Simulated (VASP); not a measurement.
# InSe (R3m) in VASP: notebook

InSe is run at these levels: PBEsol; tasks: electric field gradients.

The COD entry that gives the cell may itself be a prediction, so a difference from it is no test against experiment.

Everything below comes from runs of VASP 6.6.1. Logs are shortened: lines on timing, memory, paths and dates and some standing lists are left out, and cuts for length are marked.

**1. The cell of the first run**

The structure is trigonal, space group R3m (No. 160). Conventional cell: a = 4.078 Å, b = 4.078 Å, c = 25.439 Å, α = 90.00°, β = 90.00°, γ = 120.00°. Within 3.5 Å of In (site symmetry 3m) lie 3 Se at 2.69 Å and 1 In at 2.85 Å. In (site symmetry 3m) has 3 Se at 2.69 Å and 1 In at 2.85 Å within 3.5 Å. Se (site symmetry 3m) has 3 In at 2.69 Å within 3.5 Å. Within 3.5 Å of Se (site symmetry 3m) lie 3 In at 2.69 Å.

**2. Electric field gradients, PBEsol (volume scaled by 1.06)**

The input, INCAR:

```
SYSTEM = InSe
PREC = Accurate
ENCUT = 520
EDIFF = 1E-8
ISMEAR = -1
SIGMA = 0.01
LREAL = .False.
LASPH = .True.
NELM = 80
ALGO = Normal
ISIF = 2
LWAVE = .False.
LCHARG = .False.
GGA = PS
LEFG = .True.
NBANDS = 27
```

The input, KPOINTS:

```
regular mesh
0
Gamma
  7 7 7
  0 0 0
```

The input, POSCAR:

```
InSe
1.0
    2.0392252883      1.1773472692      8.4797833719
   -2.0392252883      1.1773472692      8.4797833719
    0.0000000000     -2.3546945383      8.4797833719
In Se
2 2
Direct
    0.0000000000      0.0000000000      0.0000000000
    0.1122000000      0.1122000000      0.1122000000
    0.6155000000      0.6155000000      0.6155000000
    0.8300000000      0.8300000000      0.8300000000
```

Potentials or basis: VASP PAW PBE potentials, release 64 (In_d, Se).

Started as:

```bash
$ cat potpaw_PBE.64/In_d/POTCAR potpaw_PBE.64/Se/POTCAR > POTCAR
$ mpirun -np 1 vasp_std > vasp.out
```

OUTCAR:

```text
SYSTEM = InSe
   PREC = Accurate
   ENCUT = 520
   EDIFF = 1E-8
   ISMEAR = -1
   LREAL = .False.
   LASPH = .True.
   NELM = 80
   ISIF = 2
   GGA = PS

 ion  position               nearest neighbor table
   1  0.000  0.000  0.000-   3 2.69   3 2.69   3 2.69   2 2.85
   2  0.112  0.112  0.112-   4 2.69   4 2.69   4 2.69   1 2.85
   3  0.615  0.615  0.615-   1 2.69   1 2.69   1 2.69
   4  0.830  0.830  0.830-   2 2.69   2 2.69   2 2.69

  LATTYP: Found a trigonal (rhomboedric) cell.
 ALAT       =     8.8006427267
 COS(alpha) =     0.8926179648

  Lattice vectors:

 A1 = (   2.0392252883,   1.1773472692,   8.4797833719)
 A2 = (  -2.0392252883,   1.1773472692,   8.4797833719)
 A3 = (   0.0000000000,  -2.3546945383,   8.4797833719)

Analysis of symmetry for initial positions (statically):
=====================================================================
 Subroutine PRICEL returns:
 Original cell was already a primitive cell.

 Routine SETGRP: Setting up the symmetry group for a
 trigonal (rhombohedral) supercell.

 Subroutine GETGRP returns: Found  6 space group operations
 (whereof  6 operations were pure point group operations)
 out of a pool of 12 trial point group operations.

The static configuration has the point symmetry C_3v.

Analysis of symmetry for dynamics (positions and initial velocities):
=====================================================================
 Subroutine PRICEL returns:
 Original cell was already a primitive cell.

 Routine SETGRP: Setting up the symmetry group for a
 trigonal (rhombohedral) supercell.

 Subroutine GETGRP returns: Found  6 space group operations
 (whereof  6 operations were pure point group operations)
 out of a pool of 12 trial point group operations.

The dynamic configuration has the point symmetry C_3v.

 Subroutine INISYM returns: Found  6 space group operations
 (whereof  6 operations are pure point group operations),
 and found     1 'primitive' translations

----------------------------------------------------------------------------------------

                                     Primitive cell

[... 130 lines left out ...]
   NGX = 33   NGY = 33   NGZ = 33

 number of electron      37.9999995 magnetization

 Free energy of the ion-electron system (eV)
  ---------------------------------------------------
  ext. energy  EPLUGINS =         0.00000000
  ---------------------------------------------------
  free energy    TOTEN  =       -15.54640194 eV

  energy without entropy =      -15.54640194  energy(sigma->0) =      -15.54640194

 E-fermi :   3.6693     XC(G=0):  -8.9230

 val. band max:        3.4020309431   @ k =  -0.4286   0.4286   0.4286
 cond. band min:       3.9419753429   @ k =   0.4286   0.4286   0.4286
 fundamental gap:      0.5399443997
 Fermi energy:         3.6692630039

 k-point     1 :       0.0000    0.0000    0.0000
  band No.  band energies     occupation
      1     -11.0657      2.00000
      2     -10.9069      2.00000
      3     -10.9069      2.00000
      4     -10.8386      2.00000
      5     -10.8386      2.00000
      6     -10.8267      2.00000
[... 709 lines left out ...]
     26      10.0592      0.00000
     27      10.3852      0.00000

 [... further k-points ...]
[... 5 lines left out ...]
  --------------------------------------------------------------------------------------
  -------------------------------------------------------------------------------------
  Total       -1.7036346     -1.7036346     -1.9968798      0.0000000     -0.0000000      0.0000000
  in kB      -22.3450445    -22.3450445    -26.1912788      0.0000000     -0.0000000      0.0000000
  external PRESSURE =     -23.6271226 kB  Pullay stress =       0.0000000 kB

 VOLUME and BASIS-vectors are now :
 -----------------------------------------------------------------------------
  energy-cutoff  :      520.00
  volume of cell :      122.15
      direct lattice vectors                 reciprocal lattice vectors
     2.039225288  1.177347269  8.479783372     0.245191153  0.141561178  0.039309180
    -2.039225288  1.177347269  8.479783372    -0.245191153  0.141561178  0.039309180
     0.000000000 -2.354694538  8.479783372     0.000000000 -0.283122357  0.039309180

 POSITION                                       TOTAL-FORCE (eV/Angst)
 -----------------------------------------------------------------------------------
      0.00000      0.00000      0.00000         0.000000     -0.000000     -0.042624
      0.00000      0.00000      2.85430         0.000000      0.000000      0.039750
      0.00000      0.00000     15.65792         0.000000      0.000000      0.370961
      0.00000      0.00000     21.11466         0.000000     -0.000000     -0.368087
 -----------------------------------------------------------------------------------
    total drift:                               -0.000000     -0.000000      0.000657

  FREE ENERGIE OF THE ION-ELECTRON SYSTEM (eV)
  ---------------------------------------------------
  free  energy   TOTEN  =       -15.5464019385 eV

  energy  without entropy=      -15.5464019385  energy(sigma->0) =      -15.54640194

 Electric field gradients (V/A^2)
---------------------------------------------------------------------
 ion       V_xx      V_yy      V_zz      V_xy      V_xz      V_yz
---------------------------------------------------------------------
   1      47.441    47.441   -94.882    -0.000    -0.000    -0.000
   2      47.561    47.561   -95.121     0.000     0.000    -0.000
   3      28.017    28.017   -56.034     0.000    -0.000    -0.000
   4      29.802    29.802   -59.604     0.000    -0.000    -0.000
---------------------------------------------------------------------

 Electric field gradients after diagonalization (V/A^2)
 (convention: |V_zz| > |V_xx| > |V_yy|)
----------------------------------------------------------------------
 ion       V_xx      V_yy      V_zz     asymmetry (V_yy - V_xx)/ V_zz
----------------------------------------------------------------------
   1      47.441    47.441   -94.882       0.000
   2      47.561    47.561   -95.121       0.000
   3      28.017    28.017   -56.034       0.000
   4      29.802    29.802   -59.604       0.000
----------------------------------------------------------------------

           NMR quadrupolar parameters

 Cq : quadrupolar parameter    Cq=e*Q*V_zz/h
 eta: asymmetry parameters     (V_yy - V_xx)/ V_zz
 Q  : nuclear electric quadrupole moment in mb (millibarn)
----------------------------------------------------------------------
 ion       Cq(MHz)       eta       Q (mb)
----------------------------------------------------------------------
   1      -0.229       0.000       1.000
   2      -0.230       0.000       1.000
   3      -0.135       0.000       1.000
   4      -0.144       0.000       1.000
----------------------------------------------------------------------
```

OSZICAR:

```text
N       E                     dE             d eps       ncg     rms          rms(c)
DAV:   1     0.333385212281E+03    0.33339E+03   -0.17133E+04  2376   0.152E+03
DAV:   2     0.245830214496E+02   -0.30880E+03   -0.29969E+03  2384   0.381E+02
DAV:   3    -0.141582687540E+02   -0.38741E+02   -0.38080E+02  3015   0.144E+02
DAV:   4    -0.159401876454E+02   -0.17819E+01   -0.17768E+01  2816   0.319E+01
DAV:   5    -0.160146567535E+02   -0.74469E-01   -0.74457E-01  3634   0.638E+00    0.592E+00
DAV:   6    -0.155732234713E+02    0.44143E+00   -0.89277E-01  3377   0.157E+01    0.361E+00
DAV:   7    -0.155500951854E+02    0.23128E-01   -0.29472E-01  3177   0.374E+00    0.118E+00
DAV:   8    -0.155462859174E+02    0.38093E-02   -0.23721E-02  3520   0.158E+00    0.483E-01
DAV:   9    -0.155463252878E+02   -0.39370E-04   -0.48912E-03  3072   0.569E-01    0.142E-01
DAV:  10    -0.155463376243E+02   -0.12337E-04   -0.34251E-04  3199   0.158E-01    0.660E-02
DAV:  11    -0.155464020997E+02   -0.64475E-04   -0.12438E-04  3120   0.949E-02    0.209E-02
DAV:  12    -0.155463989967E+02    0.31030E-05   -0.15333E-05  3637   0.431E-02    0.126E-02
DAV:  13    -0.155464013679E+02   -0.23712E-05   -0.40309E-06  2959   0.105E-02    0.596E-03
DAV:  14    -0.155464018849E+02   -0.51696E-06   -0.12077E-06  2649   0.123E-02    0.206E-03
DAV:  15    -0.155464019441E+02   -0.59274E-07   -0.13078E-07  2889   0.313E-03    0.480E-04
DAV:  16    -0.155464019310E+02    0.13179E-07   -0.32033E-08  2336   0.112E-03    0.464E-04
DAV:  17    -0.155464019385E+02   -0.75142E-08   -0.22889E-09  1527   0.457E-04
   1 F= -.15546402E+02 E0= -.15546402E+02  d E =-.287858E-13
```

stdout:

```text
POSCAR found type information on POSCAR InSe
 POSCAR found :  2 types and       4 ions
 scaLAPACK will be used
 -----------------------------------------------------------------------------
|                                                                             |
|                                                                             |
|     You enforced a specific xc type in the INCAR file but a different       |
|     I HOPE YOU KNOW WHAT YOU ARE DOING!                                     |
|                                                                             |
 -----------------------------------------------------------------------------

 LDA part: xc-table for (Slater+PW92), standard interpolation
 POSCAR, INCAR and KPOINTS ok, starting setup
 FFT: planning ... GRIDC
 FFT: planning ... GRID_SOFT
 FFT: planning ... GRID
 WAVECAR not read
 entering main loop
ion   1

ion   2

ion   3

ion   4
```

It took 12 min on 1 thread of Intel Xeon Platinum 8259CL at 2.50GHz (Skylake/Cascade Lake), shared host; peak memory 0.71 GiB.

Results:

```
Free energy            : -15.5464 eV
Pressure               : -2.4 GPa
Largest force          : 0.371 eV/Å
Band gap on the k mesh : 0.54 eV, indirect (least direct gap 0.61 eV)
```

Forces on the atoms (eV/Å):
```
In   0.000  0.000 -0.043
In   0.000  0.000  0.040
Se   0.000  0.000  0.371
Se   0.000  0.000 -0.368
```

Electric field gradients, principal values (V/Å²):
| atom | least | middle | greatest (by size) |
| --- | --- | --- | --- |
| 1 In | 47.441 | 47.441 | -94.882 |
| 2 In | 47.561 | 47.561 | -95.121 |
| 3 Se | 28.017 | 28.017 | -56.034 |
| 4 Se | 29.802 | 29.802 | -59.604 |

Caveat: without QUAD_EFG the Cq values of the log hold for a quadrupole moment of 1 mb, not for the nuclei; the PAW data sets were made with another functional, which shifts forces and pressure a little; spin-orbit coupling is left out, which moves the levels of the heavy elements.

**3. Electric field gradients, PBEsol (zz strain of -3 %)**

The input, INCAR:

```
SYSTEM = InSe
  ALGO = Normal
  EDIFF = 1E-8
  ENCUT = 520
  GGA = PS
  ISIF = 2
  ISMEAR = -1
  LASPH = .TRUE.
  LCHARG = .FALSE.
  LEFG = .TRUE.
  LREAL = .FALSE.
  LWAVE = .FALSE.
  NBANDS = 27
  NELM = 80
  PREC = Accurate
  SIGMA = 0.01
```

The input, KPOINTS:

```
k-points
0
G
  7 7 7
  0 0 0
```

The input, POSCAR:

```
InSe
1.0
    1.9999996503      1.1547003365      8.0671699000
   -1.9999996503      1.1547003365      8.0671699000
    0.0000000000     -2.3094006730      8.0671699000
In Se
2 2
Direct
    0.0000000000      0.0000000000      0.0000000000
    0.1122000000      0.1122000000      0.1122000000
    0.6155000000      0.6155000000      0.6155000000
    0.8300000000      0.8300000000      0.8300000000
```

Potentials or basis: VASP PAW PBE potentials, release 64 (In_d, Se).

Started as:

```bash
$ cat potpaw_PBE.64/In_d/POTCAR potpaw_PBE.64/Se/POTCAR > POTCAR
$ mpirun -np 1 vasp_std > vasp.out
```

OUTCAR:

```text
SYSTEM = InSe
   EDIFF = 1E-8
   ENCUT = 520
   GGA = PS
   ISIF = 2
   ISMEAR = -1
   LASPH = .TRUE.
   LREAL = .FALSE.
   NELM = 80
   PREC = Accurate

 ion  position               nearest neighbor table
   1  0.000  0.000  0.000-   3 2.62   3 2.62   3 2.62   2 2.72
   2  0.112  0.112  0.112-   4 2.62   4 2.62   4 2.62   1 2.72
   3  0.615  0.615  0.615-   1 2.62   1 2.62   1 2.62
   4  0.830  0.830  0.830-   2 2.62   2 2.62   2 2.62

  LATTYP: Found a trigonal (rhomboedric) cell.
 ALAT       =     8.3912193193
 COS(alpha) =     0.8863839489

  Lattice vectors:

 A1 = (   1.9999996503,   1.1547003365,   8.0671699000)
 A2 = (  -1.9999996503,   1.1547003365,   8.0671699000)
[... 945 lines left out ...]
---------------------------------------------------------------------
   1      58.657    58.657  -117.315    -0.000    -0.000    -0.000
   2      58.845    58.845  -117.691     0.000    -0.000     0.000
   3      36.818    36.818   -73.636     0.000    -0.000    -0.000
   4      39.604    39.604   -79.208     0.000     0.000     0.000
---------------------------------------------------------------------

 Electric field gradients after diagonalization (V/A^2)
 (convention: |V_zz| > |V_xx| > |V_yy|)
----------------------------------------------------------------------
 ion       V_xx      V_yy      V_zz     asymmetry (V_yy - V_xx)/ V_zz
----------------------------------------------------------------------
   1      58.657    58.657  -117.315       0.000
   2      58.845    58.845  -117.691       0.000
   3      36.818    36.818   -73.636       0.000
   4      39.604    39.604   -79.208       0.000
----------------------------------------------------------------------

           NMR quadrupolar parameters

 Cq : quadrupolar parameter    Cq=e*Q*V_zz/h
 eta: asymmetry parameters     (V_yy - V_xx)/ V_zz
 Q  : nuclear electric quadrupole moment in mb (millibarn)
----------------------------------------------------------------------
 ion       Cq(MHz)       eta       Q (mb)
----------------------------------------------------------------------
   1      -0.284       0.000       1.000
   2      -0.285       0.000       1.000
   3      -0.178       0.000       1.000
   4      -0.192       0.000       1.000
----------------------------------------------------------------------
```

OSZICAR:

```text
N       E                     dE             d eps       ncg     rms          rms(c)
DAV:   1     0.341411620277E+03    0.34141E+03   -0.17211E+04  2379   0.156E+03
DAV:   2     0.248899206067E+02   -0.31652E+03   -0.30678E+03  2395   0.389E+02
DAV:   3    -0.141735998754E+02   -0.39064E+02   -0.38312E+02  2991   0.146E+02
DAV:   4    -0.159550487680E+02   -0.17814E+01   -0.17760E+01  2813   0.317E+01
DAV:   5    -0.160276677670E+02   -0.72619E-01   -0.72607E-01  3689   0.624E+00    0.683E+00
DAV:   6    -0.156010377198E+02    0.42663E+00   -0.79851E-01  3344   0.155E+01    0.413E+00
DAV:   7    -0.155648353834E+02    0.36202E-01   -0.33438E-01  3477   0.456E+00    0.111E+00
DAV:   8    -0.155616431607E+02    0.31922E-02   -0.30853E-02  3651   0.198E+00    0.583E-01
DAV:   9    -0.155617112890E+02   -0.68128E-04   -0.45869E-03  2889   0.444E-01    0.135E-01
DAV:  10    -0.155617388383E+02   -0.27549E-04   -0.29970E-04  3698   0.134E-01    0.773E-02
DAV:  11    -0.155617939718E+02   -0.55133E-04   -0.11029E-04  2899   0.972E-02    0.186E-02
DAV:  12    -0.155617902228E+02    0.37490E-05   -0.14157E-05  3570   0.437E-02    0.131E-02
DAV:  13    -0.155617923759E+02   -0.21531E-05   -0.34368E-06  2987   0.103E-02    0.660E-03
DAV:  14    -0.155617927290E+02   -0.35312E-06   -0.10271E-06  2642   0.119E-02    0.163E-03
DAV:  15    -0.155617927660E+02   -0.37031E-07   -0.79570E-08  3125   0.222E-03    0.471E-04
DAV:  16    -0.155617927524E+02    0.13596E-07   -0.21083E-08  2255   0.943E-04    0.299E-04
DAV:  17    -0.155617927580E+02   -0.55197E-08   -0.14859E-09  1503   0.387E-04
   1 F= -.15561793E+02 E0= -.15561793E+02  d E =-.239252E-13
```

stdout:

```text
POSCAR found type information on POSCAR InSe
 POSCAR found :  2 types and       4 ions
 scaLAPACK will be used
 -----------------------------------------------------------------------------
|                                                                             |
|                                                                             |
|     You enforced a specific xc type in the INCAR file but a different       |
|     I HOPE YOU KNOW WHAT YOU ARE DOING!                                     |
|                                                                             |
 -----------------------------------------------------------------------------

 LDA part: xc-table for (Slater+PW92), standard interpolation
 POSCAR, INCAR and KPOINTS ok, starting setup
 FFT: planning ... GRIDC
 FFT: planning ... GRID_SOFT
 FFT: planning ... GRID
 WAVECAR not read
 entering main loop
ion   1

ion   2

ion   3

ion   4
```

Wall time 5.4 min (1 thread of Intel Xeon 6975P-C (Granite Rapids), shared host); peak memory 0.57 GiB.

What came out:

- Free energy: -15.5618 eV
- Pressure: 2.0 GPa
- Largest force: 0.264 eV/Å
- Band gap on the k mesh: 0.64 eV, indirect (least direct gap 0.67 eV)

Forces on the atoms (eV/Å):
```
In   0.000  0.000 -0.027
In   0.000  0.000  0.027
Se   0.000  0.000 -0.263
Se   0.000  0.000  0.264
```

Stress tensor (GPa, compression positive):
```
1.51 0.00 0.00
0.00 1.51 0.00
0.00 0.00 2.95
```

Electric field gradients, principal values (V/Å²):
| atom | least | middle | greatest (by size) |
| --- | --- | --- | --- |
| 1 In | 58.657 | 58.657 | -117.315 |
| 2 In | 58.845 | 58.845 | -117.691 |
| 3 Se | 36.818 | 36.818 | -73.636 |
| 4 Se | 39.604 | 39.604 | -79.208 |

Caveat: the cell differs from its parent crystal (zz strain of -3 %); without QUAD_EFG the Cq values of the log hold for a quadrupole moment of 1 mb, not for the nuclei; the PAW data sets were made with another functional, which shifts forces and pressure a little; spin-orbit coupling is left out, which moves the levels of the heavy elements.
